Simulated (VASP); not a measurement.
# KI (zincblende type) (F-43m) in VASP: a series of runs

The runs below take KI (zincblende type) through electric field gradients, with PBE.

Program: VASP 6.6.1. These are calculated values, not measurements. Logs are shortened: lines on timing, memory, paths and dates and some standing lists are left out, and cuts for length are marked.

## (1) The cell of the first run

Symmetry: F-43m, No. 216, cubic system. The conventional cell has a = 7.922 Å, b = 7.922 Å, c = 7.922 Å, α = 90.00°, β = 90.00°, γ = 90.00°. K (site symmetry -43m) has 4 I at 3.43 Å within 4.5 Å. Within 4.5 Å of I (site symmetry -43m) lie 4 K at 3.43 Å.

## (2) Electric field gradients, PBE (volume scaled by 0.975)

File INCAR:

```
ALGO = Normal
EDIFF = 1E-8
ENCUT = 520
GGA = PE
ISIF = 2
ISMEAR = -1
LASPH = T
LCHARG = F
LEFG = T
LREAL = F
LWAVE = F
NBANDS = 15
NELM = 60
PREC = Accurate
SIGMA = 0.03
```

File KPOINTS:

```
k-points
0
Gamma
  9 9 9
```

File POSCAR:

```
KI
1.0
    0.0000000000      3.9609926654      3.9609926654
    3.9609926654      0.0000000000      3.9609926654
    3.9609926654      3.9609926654      0.0000000000
K I
1 1
Direct
    0.0000000000      0.0000000000      0.0000000000
    0.2500000000      0.2500000000      0.2500000000
```

Potentials or basis: VASP PAW PBE potentials, release 64 (K_sv, I).

Run with:

```bash
cat potpaw_PBE.64/K_sv/POTCAR potpaw_PBE.64/I/POTCAR > POTCAR
mpirun -np 1 vasp_std > vasp.out
```

OUTCAR:

```text
EDIFF = 1E-8
   ENCUT = 520
   GGA = PE
   ISIF = 2
   ISMEAR = -1
   LASPH = T
   LREAL = F
   NELM = 60
   PREC = Accurate

 ion  position               nearest neighbor table
   1  0.000  0.000  0.000-   2 3.43   2 3.43   2 3.43   2 3.43
   2  0.250  0.250  0.250-   1 3.43   1 3.43   1 3.43   1 3.43

  LATTYP: Found a face centered cubic cell.
 ALAT       =     7.9219853308

  Lattice vectors:

 A1 = (   0.0000000000,   3.9609926654,   3.9609926654)
 A2 = (   3.9609926654,   0.0000000000,   3.9609926654)
 A3 = (   3.9609926654,   3.9609926654,   0.0000000000)

Analysis of symmetry for initial positions (statically):
=====================================================================
 Subroutine PRICEL returns:
 Original cell was already a primitive cell.

 Routine SETGRP: Setting up the symmetry group for a
 face centered cubic supercell.

 Subroutine GETGRP returns: Found 24 space group operations
 (whereof 24 operations were pure point group operations)
 out of a pool of 48 trial point group operations.

The static configuration has the point symmetry T_d .

Analysis of symmetry for dynamics (positions and initial velocities):
=====================================================================
 Subroutine PRICEL returns:
 Original cell was already a primitive cell.

 Routine SETGRP: Setting up the symmetry group for a
 face centered cubic supercell.

 Subroutine GETGRP returns: Found 24 space group operations
 (whereof 24 operations were pure point group operations)
 out of a pool of 48 trial point group operations.

The dynamic configuration has the point symmetry T_d .

 Subroutine INISYM returns: Found 24 space group operations
 (whereof 24 operations are pure point group operations),
 and found     1 'primitive' translations

----------------------------------------------------------------------------------------

                                     Primitive cell

  volume of cell :     124.2917

  direct lattice vectors                    reciprocal lattice vectors
     0.000000000  3.960992665  3.960992665    -0.126230984  0.126230984  0.126230984
     3.960992665  0.000000000  3.960992665     0.126230984 -0.126230984  0.126230984
     3.960992665  3.960992665  0.000000000     0.126230984  0.126230984 -0.126230984

  length of vectors
     5.601689548  5.601689548  5.601689548     0.218638477  0.218638477  0.218638477

  position of ions in fractional coordinates (direct lattice)
     0.000000000  0.000000000  0.000000000
     0.250000000  0.250000000  0.250000000

  ion indices of the primitive-cell ions
   primitive index   ion index
                 1           1
                 2           2

----------------------------------------------------------------------------------------

 KPOINTS: k-points

Automatic generation of k-mesh.
 Grid dimensions read from file:
 generate k-points for:    9    9    9

 Generating k-lattice:

  Cartesian coordinates                     Fractional coordinates (reciprocal lattice)
    -0.014025665  0.014025665  0.014025665     0.111111111  0.000000000  0.000000000
     0.014025665 -0.014025665  0.014025665     0.000000000  0.111111111  0.000000000
     0.014025665  0.014025665 -0.014025665     0.000000000  0.000000000  0.111111111

  Length of vectors
     0.024293164  0.024293164  0.024293164

  Shift w.r.t. Gamma in fractional coordinates (k-lattice)
     0.000000000  0.000000000  0.000000000

 Subroutine IBZKPT returns following result:
 ===========================================

 Found     35 irreducible k-points:

 Following reciprocal coordinates:
            Coordinates               Weight
  0.000000  0.000000  0.000000      1.000000
  0.111111  0.000000  0.000000      8.000000
  0.222222  0.000000  0.000000      8.000000
  0.333333  0.000000  0.000000      8.000000
  0.444444  0.000000  0.000000      8.000000
  0.111111  0.111111  0.000000      6.000000
[... 16 lines left out ...]
 -0.333333  0.333333  0.000000     12.000000
  0.444444  0.444444  0.000000      6.000000
 [... further k-points ...]
   k-points           NKPTS =     35   k-points in BZ     NKDIM =     35   number of bands    NBANDS=     15
   number of dos      NEDOS =    301   number of ions     NIONS =      2
   total plane-waves  NPLWV =  74088
   dimension x,y,z NGX =    42 NGY =   42 NGZ =   42
   dimension x,y,z NGXF=    84 NGYF=   84 NGZF=   84
   ions per type =               1   1
   NGX,Y,Z   is equivalent  to a cutoff of  12.46, 12.46, 12.46 a.u.
   NGXF,Y,Z  is equivalent  to a cutoff of  24.93, 24.93, 24.93 a.u.
 SYSTEM =  unknown system
   PREC   = accura    normal or accurate (medium, high low for compatibility)
   ISTART =      0    job   : 0-new  1-cont  2-samecut
   ICHARG =      2    charge: 1-file 2-atom 10-const
   ISPIN  =      1    spin polarized calculation?
   LNONCOLLINEAR =      F non collinear calculations
   LSORBIT =      F    spin-orbit coupling
   LASPH  =      T    aspherical Exc in radial PAW
   ENCUT  =  520.0 eV  38.22 Ry    6.18 a.u.  10.42 10.42 10.42*2*pi/ulx,y,z
   NELM   =     60;   NELMIN=  2; NELMDL= -5     # of ELM steps
   EDIFF  = 0.1E-07   stopping-criterion for ELM
   LREAL  =      F    real-space projection
   EDIFFG = 0.1E-06   stopping-criterion for IOM
   NSW    =      0    number of steps for IOM
   IBRION =     -1    ionic relax: 0-MD 1-quasi-New 2-CG
   NFREE  =      0    steps in history (QN), initial steepest desc. (CG)
   ISIF   =      2    stress and relaxation
   ISYM   =      2    0-nonsym 1-usesym 2-fastsym
   POTIM  = 0.5000    time-step for ionic-motion
   TEBEG  =    0.0;   TEEND  =   0.0 temperature during run
   PSTRESS=    0.0 pullay stress
   NELECT =      16.0000    total number of electrons
   NUPDOWN=      -1.0000    fix difference up-down
   EMIN   =  10.00;   EMAX   =-10.00  energy-range for DOS
   EFERMI =   0.00;   METHOD = LEGACY
   ISMEAR =    -1;   SIGMA  =   0.03  broadening in eV -4-tet -1-fermi 0-gaus
   EFERMI_NEDOS =   21; number of points for ismear=-14 and -15
   IALGO  =     38    algorithm
   IMIX   =      4    mixing-type and parameters
     AMIX     =   0.40;   BMIX     =  1.00
     AMIX_MAG =   1.60;   BMIX_MAG =  1.00
  volume/ion in A,a.u.               =      62.15       419.38
  Fermi-wavevector in a.u.,A,eV,Ry     =   0.826610  1.562067  9.296650  0.683285
  Thomas-Fermi vector in A             =   1.938672
   LORBIT       =      0    0 simple, 1 ext, 2 COOP (PROOUT), +10 PAW based schemes
   GGA     = PE    functional components
   LHFCALC =     F    Hartree Fock is set to
   AEXX    =    0.0000 exact exchange contribution
   IVDW    =     0    specifies the selected vdW correction
   LEPSILON=     F    determine dielectric tensor
   LRPA    =     F    only Hartree local field effects (RPA)
 non-spin polarized calculation
  energy-cutoff  :      520.00
  volume of cell :      124.29
 maximum number of plane-waves:      3383
 NGX is ok and might be reduce to    42
   NGX = 21   NGY = 21   NGZ = 21

 number of electron      16.0000002 magnetization

 Free energy of the ion-electron system (eV)
  ---------------------------------------------------
  ext. energy  EPLUGINS =         0.00000000
  ---------------------------------------------------
  free energy    TOTEN  =        -5.38544928 eV

  energy without entropy =       -5.38544928  energy(sigma->0) =       -5.38544928

 E-fermi :  -1.4589     XC(G=0):  -5.7435

 val. band max:       -2.1704731250   @ k =  -0.1111   0.1111   0.0000
 cond. band min:       1.7635160542   @ k =   0.0000   0.0000   0.0000
 fundamental gap:      3.9339891792
 Fermi energy:        -1.4589198484

 k-point     1 :       0.0000    0.0000    0.0000
  band No.  band energies     occupation
      1     -30.6281      2.00000
      2     -14.1233      2.00000
      3     -14.1233      2.00000
      4     -14.1233      2.00000
      5     -12.1891      2.00000
      6      -2.1736      2.00000
      7      -2.1736      2.00000
      8      -2.1736      2.00000
      9       1.7635      0.00000
     10       5.3745      0.00000
     11       5.3745      0.00000
     12       5.9980      0.00000
     13       5.9980      0.00000
     14       5.9980      0.00000
[... 401 lines left out ...]
      2     -14.1913      2.00000
      3     -14.1303      2.00000
      4     -14.1303      2.00000
      5     -12.0614      2.00000
      6      -2.6465      2.00000
      7      -2.2286      2.00000
      8      -2.2286      2.00000
      9       3.1327      0.00000
     10       4.1099      0.00000
     11       5.4802      0.00000
     12       6.2039      0.00000
     13       6.2039      0.00000
     14       6.5617      0.00000
     15       6.8612      0.00000

 [... further k-points ...]

------------------------ aborting loop because EDIFF is reached ----------------------------------------

  FORCE on cell =-STRESS in cart. coord.  units (eV):
  Direction    XX          YY          ZZ          XY          YZ          ZX
  --------------------------------------------------------------------------------------
  -------------------------------------------------------------------------------------
  Total        0.1637853      0.1637853      0.1637853      0.0000000      0.0000000      0.0000000
  in kB        2.1112681      2.1112681      2.1112681      0.0000000      0.0000000      0.0000000
  external PRESSURE =       2.1112681 kB  Pullay stress =       0.0000000 kB

 VOLUME and BASIS-vectors are now :
 -----------------------------------------------------------------------------
  energy-cutoff  :      520.00
  volume of cell :      124.29
      direct lattice vectors                 reciprocal lattice vectors
     0.000000000  3.960992665  3.960992665    -0.126230984  0.126230984  0.126230984
     3.960992665  0.000000000  3.960992665     0.126230984 -0.126230984  0.126230984
     3.960992665  3.960992665  0.000000000     0.126230984  0.126230984 -0.126230984

 POSITION                                       TOTAL-FORCE (eV/Angst)
 -----------------------------------------------------------------------------------
      0.00000      0.00000      0.00000        -0.000000     -0.000000     -0.000000
      1.98050      1.98050      1.98050         0.000000      0.000000      0.000000
 -----------------------------------------------------------------------------------
    total drift:                               -0.000000     -0.000000     -0.000000

  FREE ENERGIE OF THE ION-ELECTRON SYSTEM (eV)
  ---------------------------------------------------
  free  energy   TOTEN  =        -5.3854492816 eV

  energy  without entropy=       -5.3854492815  energy(sigma->0) =       -5.38544928

 Electric field gradients (V/A^2)
---------------------------------------------------------------------
 ion       V_xx      V_yy      V_zz      V_xy      V_xz      V_yz
---------------------------------------------------------------------
   1      -0.000     0.000     0.000     0.001     0.001     0.001
   2       0.000     0.000     0.000     0.000     0.000     0.000
---------------------------------------------------------------------

 Electric field gradients after diagonalization (V/A^2)
 (convention: |V_zz| > |V_xx| > |V_yy|)
----------------------------------------------------------------------
 ion       V_xx      V_yy      V_zz     asymmetry (V_yy - V_xx)/ V_zz
----------------------------------------------------------------------
   1      -0.001    -0.001     0.001       0.000
   2      -0.000    -0.000     0.001       0.000
----------------------------------------------------------------------

           NMR quadrupolar parameters

 Cq : quadrupolar parameter    Cq=e*Q*V_zz/h
 eta: asymmetry parameters     (V_yy - V_xx)/ V_zz
 Q  : nuclear electric quadrupole moment in mb (millibarn)
----------------------------------------------------------------------
 ion       Cq(MHz)       eta       Q (mb)
----------------------------------------------------------------------
   1       0.000       0.000       1.000
   2       0.000       0.000       1.000
----------------------------------------------------------------------
```

It took 66 s on 1 thread of Intel Xeon Platinum 8259CL at 2.50GHz (Skylake/Cascade Lake), shared host; peak memory 0.28 GiB.

What came out:

```
Free energy            : -5.3854 eV
Pressure               : 0.2 GPa
Band gap on the k mesh : 3.93 eV, indirect (the least direct gap lies 3.1 meV higher)
```

Caveat: without QUAD_EFG the Cq values of the log hold for a quadrupole moment of 1 mb, not for the nuclei; spin-orbit coupling is left out, which moves the levels of the heavy elements.

(Part 1 of 2 ends here.)
